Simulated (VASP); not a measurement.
# SnO2 in VASP: a series of runs, part 2 of 3

VASP 6.6.1.

## Step 3: Single point, PBEsol (strained)

File INCAR:

```
SYSTEM = SnO2
PREC = Accurate
ENCUT = 520
EDIFF = 1E-7
ISMEAR = 0
SIGMA = 0.1
LREAL = .False.
LASPH = .True.
NELM = 100
ALGO = Normal
ISIF = 2
LWAVE = .False.
LCHARG = .False.
GGA = PS
NBANDS = 20
```

File KPOINTS:

```
Automatic mesh
0
Gamma
  12 12 12
  0 0 0
```

File POSCAR:

```
SnO2
1.0
    0.0000000000      2.7308899935      2.6536654935
    2.6536654935      0.0000000000      2.6536654935
    2.6536654935      2.7308899935      0.0000000000
Sn O
1 2
Direct
    0.0000000000      0.0000000000      0.0000000000
    0.2500000000      0.2500000000      0.2500000000
    0.7500000000      0.7500000000      0.7500000000
```

Potentials or basis: VASP PAW PBE potentials, release 64 (Sn_d, O).

Launch:

```bash
$ cat potpaw_PBE.64/Sn_d/POTCAR potpaw_PBE.64/O/POTCAR > POTCAR
$ mpirun -np 1 vasp_std > vasp.out
```

OUTCAR:

```text
SYSTEM = SnO2
   PREC = Accurate
   ENCUT = 520
   EDIFF = 1E-7
   ISMEAR = 0
   LREAL = .False.
   LASPH = .True.
   NELM = 100
   ISIF = 2
   GGA = PS

 ion  position               nearest neighbor table
   1  0.000  0.000  0.000-   3 2.32   3 2.32   3 2.32   2 2.32   3 2.32   2 2.32   2 2.32   2 2.32

   2  0.250  0.250  0.250-   1 2.32   1 2.32   1 2.32   1 2.32
   3  0.750  0.750  0.750-   1 2.32   1 2.32   1 2.32   1 2.32

  LATTYP: Found a body centered tetragonal cell.
 ALAT       =     3.7528497309
 C/A-ratio  =     1.4553686874

  Lattice vectors:

 A1 = (   0.0000000000,  -2.7308899935,   2.6536654935)
 A2 = (   0.0000000000,  -2.7308899935,  -2.6536654935)
 A3 = (   2.6536654935,   2.7308899935,   0.0000000000)

Analysis of symmetry for initial positions (statically):
=====================================================================
 Subroutine PRICEL returns:
 Original cell was already a primitive cell.

 Routine SETGRP: Setting up the symmetry group for a
 body centered tetragonal supercell.

 Subroutine GETGRP returns: Found 16 space group operations
 (whereof 16 operations were pure point group operations)
 out of a pool of 16 trial point group operations.

The static configuration has the point symmetry D_4h.

Analysis of symmetry for dynamics (positions and initial velocities):
=====================================================================
 Subroutine PRICEL returns:
 Original cell was already a primitive cell.

 Routine SETGRP: Setting up the symmetry group for a
 body centered tetragonal supercell.

 Subroutine GETGRP returns: Found 16 space group operations
 (whereof 16 operations were pure point group operations)
 out of a pool of 16 trial point group operations.

The dynamic configuration has the point symmetry D_4h.

 Subroutine INISYM returns: Found 16 space group operations
 (whereof 16 operations are pure point group operations),
 and found     1 'primitive' translations

----------------------------------------------------------------------------------------

                                     Primitive cell

  volume of cell :      38.4615

  direct lattice vectors                    reciprocal lattice vectors
     0.000000000  2.730889993  2.653665494    -0.188418624  0.183090495  0.188418624
     2.653665494  0.000000000  2.653665494     0.188418624 -0.183090495  0.188418624
     2.653665494  2.730889993  0.000000000     0.188418624  0.183090495 -0.188418624

  length of vectors
     3.807847254  3.752849731  3.807847254     0.323303704  0.323303704  0.323303704

  position of ions in fractional coordinates (direct lattice)
     0.000000000  0.000000000  0.000000000
     0.250000000  0.250000000  0.250000000
     0.750000000  0.750000000  0.750000000

  ion indices of the primitive-cell ions
   primitive index   ion index
                 1           1
                 2           2
                 3           3

----------------------------------------------------------------------------------------

 KPOINTS: Automatic mesh

Automatic generation of k-mesh.
 Grid dimensions read from file:
 generate k-points for:   12   12   12

 Generating k-lattice:

  Cartesian coordinates                     Fractional coordinates (reciprocal lattice)
    -0.015701552  0.015257541  0.015701552     0.083333333  0.000000000  0.000000000
     0.015701552 -0.015257541  0.015701552     0.000000000  0.083333333  0.000000000
     0.015701552  0.015257541 -0.015701552     0.000000000  0.000000000  0.083333333

  Length of vectors
     0.026941975  0.026941975  0.026941975

  Shift w.r.t. Gamma in fractional coordinates (k-lattice)
     0.000000000  0.000000000  0.000000000

 Subroutine IBZKPT returns following result:
 ===========================================

 Found    163 irreducible k-points:

 Following reciprocal coordinates:
            Coordinates               Weight
  0.000000  0.000000  0.000000      1.000000
  0.083333  0.000000 -0.000000      8.000000
  0.166667  0.000000  0.000000      8.000000
  0.250000  0.000000 -0.000000      8.000000
  0.333333  0.000000  0.000000      8.000000
  0.416667  0.000000 -0.000000      8.000000
[... 16 lines left out ...]
  0.500000  0.166667 -0.000000     16.000000
 -0.416667  0.166667  0.000000     16.000000
 [... further k-points ...]
   k-points           NKPTS =    163   k-points in BZ     NKDIM =    163   number of bands    NBANDS=     20
   number of dos      NEDOS =    301   number of ions     NIONS =      3
   total plane-waves  NPLWV =  21952
   dimension x,y,z NGX =    28 NGY =   28 NGZ =   28
   dimension x,y,z NGXF=    56 NGYF=   56 NGZF=   56
   ions per type =               1   2
   NGX,Y,Z   is equivalent  to a cutoff of  12.22, 12.40, 12.22 a.u.
   NGXF,Y,Z  is equivalent  to a cutoff of  24.45, 24.81, 24.45 a.u.
 SYSTEM =  SnO2
   PREC   = accura    normal or accurate (medium, high low for compatibility)
   ISTART =      0    job   : 0-new  1-cont  2-samecut
   ICHARG =      2    charge: 1-file 2-atom 10-const
   ISPIN  =      1    spin polarized calculation?
   LNONCOLLINEAR =      F non collinear calculations
   LSORBIT =      F    spin-orbit coupling
   LASPH  =      T    aspherical Exc in radial PAW
   ENCUT  =  520.0 eV  38.22 Ry    6.18 a.u.   7.08  6.98  7.08*2*pi/ulx,y,z
   NELM   =    100;   NELMIN=  2; NELMDL= -5     # of ELM steps
   EDIFF  = 0.1E-06   stopping-criterion for ELM
   LREAL  =      F    real-space projection
   EDIFFG = 0.1E-05   stopping-criterion for IOM
   NSW    =      0    number of steps for IOM
   IBRION =     -1    ionic relax: 0-MD 1-quasi-New 2-CG
   NFREE  =      0    steps in history (QN), initial steepest desc. (CG)
   ISIF   =      2    stress and relaxation
   ISYM   =      2    0-nonsym 1-usesym 2-fastsym
   POTIM  = 0.5000    time-step for ionic-motion
   TEBEG  =    0.0;   TEEND  =   0.0 temperature during run
   PSTRESS=    0.0 pullay stress
   NELECT =      26.0000    total number of electrons
   NUPDOWN=      -1.0000    fix difference up-down
   EMIN   =  10.00;   EMAX   =-10.00  energy-range for DOS
   EFERMI =   0.00;   METHOD = LEGACY
   ISMEAR =     0;   SIGMA  =   0.10  broadening in eV -4-tet -1-fermi 0-gaus
   EFERMI_NEDOS =   21; number of points for ismear=-14 and -15
   IALGO  =     38    algorithm
   IMIX   =      4    mixing-type and parameters
     AMIX     =   0.40;   BMIX     =  1.00
     AMIX_MAG =   1.60;   BMIX_MAG =  1.00
  volume/ion in A,a.u.               =      12.82        86.52
  Fermi-wavevector in a.u.,A,eV,Ry     =   1.436781  2.715121 28.087027  2.064338
  Thomas-Fermi vector in A             =   2.555931
   LORBIT       =      0    0 simple, 1 ext, 2 COOP (PROOUT), +10 PAW based schemes
   GGA     = PS    functional components
   LHFCALC =     F    Hartree Fock is set to
   AEXX    =    0.0000 exact exchange contribution
   IVDW    =     0    specifies the selected vdW correction
   LEPSILON=     F    determine dielectric tensor
   LRPA    =     F    only Hartree local field effects (RPA)
 non-spin polarized calculation
 Gauss-broadening in eV      SIGMA  =   0.10
  energy-cutoff  :      520.00
  volume of cell :       38.46
 maximum number of plane-waves:      1054
   NGX = 15   NGY = 13   NGZ = 15

 number of electron      26.0000001 magnetization

 Free energy of the ion-electron system (eV)
  ---------------------------------------------------
  ext. energy  EPLUGINS =         0.00000000
  ---------------------------------------------------
  free energy    TOTEN  =       -18.72315190 eV

  energy without entropy =      -18.72113687  energy(sigma->0) =      -18.72214438

 E-fermi :   5.7208     XC(G=0): -11.3007

 val. band max:        5.7095807790   @ k =  -0.2500   0.5000   0.2500
 cond. band min:       6.2180528737   @ k =  -0.0833   0.0833   0.0000
 fundamental gap:      0.5084720947
 Fermi energy:         5.7207988373

 k-point     1 :       0.0000    0.0000    0.0000
  band No.  band energies     occupation
      1     -14.8681      2.00000
      2     -14.8433      2.00000
      3     -14.8433      2.00000
      4     -14.7917      2.00000
      5     -14.7769      2.00000
      6     -12.6740      2.00000
[... 12 lines left out ...]
     19      19.6353      0.00000
     20      20.2951      0.00000
[... 507 lines left out ...]
 k-point    24 :      -0.4167    0.1667    0.0000
  band No.  band energies     occupation
      1     -15.0346      2.00000
      2     -14.8704      2.00000
      3     -14.8165      2.00000
      4     -14.7881      2.00000
      5     -14.7596      2.00000
      6     -10.9778      2.00000
[... 12 lines left out ...]
     19      19.9840      0.00000
     20      22.7788      0.00000

 [... further k-points ...]
[... 5 lines left out ...]
  --------------------------------------------------------------------------------------
  -------------------------------------------------------------------------------------
  Total       -4.4766654     -6.7171944     -4.4766654      0.0000000     -0.0000000      0.0000000
  in kB     -186.4827491   -279.8156141   -186.4827491      0.0000000     -0.0000000      0.0000000
  external PRESSURE =    -217.5937041 kB  Pullay stress =       0.0000000 kB

 VOLUME and BASIS-vectors are now :
 -----------------------------------------------------------------------------
  energy-cutoff  :      520.00
  volume of cell :       38.46
      direct lattice vectors                 reciprocal lattice vectors
     0.000000000  2.730889993  2.653665494    -0.188418624  0.183090495  0.188418624
     2.653665494  0.000000000  2.653665494     0.188418624 -0.183090495  0.188418624
     2.653665494  2.730889993  0.000000000     0.188418624  0.183090495 -0.188418624

 POSITION                                       TOTAL-FORCE (eV/Angst)
 -----------------------------------------------------------------------------------
      0.00000      0.00000      0.00000        -0.000000     -0.000000     -0.000000
      1.32683      1.36544      1.32683         0.000000      0.000000      0.000000
      3.98050      4.09633      3.98050        -0.000000     -0.000000     -0.000000
 -----------------------------------------------------------------------------------
    total drift:                                0.000000      0.000000      0.000000

  FREE ENERGIE OF THE ION-ELECTRON SYSTEM (eV)
  ---------------------------------------------------
  free  energy   TOTEN  =       -18.7231518958 eV

  energy  without entropy=      -18.7211368732  energy(sigma->0) =      -18.72214438
```

OSZICAR:

```text
N       E                     dE             d eps       ncg     rms          rms(c)
DAV:   1     0.240791421084E+03    0.24079E+03   -0.13500E+04  7016   0.193E+03
DAV:   2     0.542965153694E+01   -0.23536E+03   -0.22331E+03  7068   0.495E+02
DAV:   3    -0.205565372987E+02   -0.25986E+02   -0.25616E+02  7496   0.135E+02
DAV:   4    -0.213055472562E+02   -0.74901E+00   -0.74835E+00  7344   0.242E+01
DAV:   5    -0.213228380402E+02   -0.17291E-01   -0.17290E-01  8360   0.383E+00    0.934E+00
DAV:   6    -0.187887391186E+02    0.25341E+01   -0.10526E+01 10276   0.570E+01    0.375E+00
DAV:   7    -0.187494345453E+02    0.39305E-01   -0.61885E-01  6940   0.597E+00    0.181E+00
DAV:   8    -0.187261871766E+02    0.23247E-01   -0.11634E-01  7380   0.285E+00    0.426E-01
DAV:   9    -0.187226985712E+02    0.34886E-02   -0.15057E-02  9800   0.109E+00    0.879E-02
DAV:  10    -0.187231026837E+02   -0.40411E-03   -0.14355E-03  7172   0.490E-01    0.336E-02
DAV:  11    -0.187231535989E+02   -0.50915E-04   -0.11484E-04  7764   0.132E-01    0.218E-02
DAV:  12    -0.187231520047E+02    0.15942E-05   -0.32302E-05  8500   0.464E-02    0.650E-03
DAV:  13    -0.187231518891E+02    0.11560E-06   -0.18720E-06  7268   0.109E-02    0.129E-03
DAV:  14    -0.187231518958E+02   -0.67580E-08   -0.71391E-08  6344   0.322E-03
   1 F= -.18723152E+02 E0= -.18722144E+02  d E =-.201502E-02
```

Wall time 1.7 min (1 thread of AMD EPYC 7R43 (Zen 3), shared host); peak memory 0.21 GiB.

Results:

```
Free energy            : -18.7232 eV
Pressure               : -21.8 GPa
Band gap on the k mesh : zero (band 13 reaches 5.71 eV, above the bottom of band 14 at 4.63 eV)
```

Stress tensor (GPa, compression positive):
```
-18.65   0.00   0.00
  0.00 -27.98   0.00
  0.00   0.00 -18.65
```

Caveat: the cell differs from its parent crystal (strained); the PAW data sets were made with another functional, which shifts forces and pressure a little; spin-orbit coupling is left out, which moves the levels of the heavy elements.

(Part 2 of 3 ends here.)
